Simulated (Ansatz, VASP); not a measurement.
# Two plane-wave programs on Cd5HgTe6

```xyz
12
Lattice="4.6844 0.0000 0.0000 0.0000 4.6844 0.0000 0.0000 0.0000 19.8689" Properties=species:S:1:pos:R:3 pbc="T T T"
Cd    0.0000    0.0000   16.5481
Cd    0.0000    0.0000    3.3208
Cd    2.3422    2.3422    6.6281
Cd    0.0000    0.0000    9.9345
Cd    2.3422    2.3422   13.2408
Hg    2.3422    2.3422    0.0000
Te    2.3422    0.0000    1.6727
Te    0.0000    2.3422    4.9747
Te    2.3422    0.0000    8.2815
Te    0.0000    2.3422   11.5875
Te    2.3422    0.0000   14.8942
Te    0.0000    2.3422   18.1963
```

Alike in both runs: task single point; functional PBE; k mesh 8 × 8 × 2; occupations gaussian, width 0.01 eV; no spin polarisation.

```csv
,VASP,Ansatz
version,VASP 6.6.1,Ansatz 0.2.0
potentials or method,"VASP PAW PBE potentials, release 64 (Cd, Hg, Te), cutoff 520 eV","scalar-relativistic, plane waves, PAW"
valence electrons in the cell,108,216
```

Ansatz gave:

```
gap on the k mesh at the Fermi level (eV) : 0.30
least direct gap on the mesh (eV)         : 0.30
pressure (GPa)                            : 0.0
rms of the force components (eV/Å)        : 0.002
```

Task: What did VASP give for the same quantities?

Result: gap on the k mesh at the Fermi level (eV): 0.30; least direct gap on the mesh (eV): 0.30; pressure (GPa): 0.1; rms of the force components (eV/Å): 0.003.

Atom by atom the forces differ by 0.001 eV/Å (rms over components). VASP's potentials hold 108 valence electrons a cell and Ansatz's 216, so a difference there can come from the potentials and not from the codes.

Neither program's run includes spin-orbit coupling.
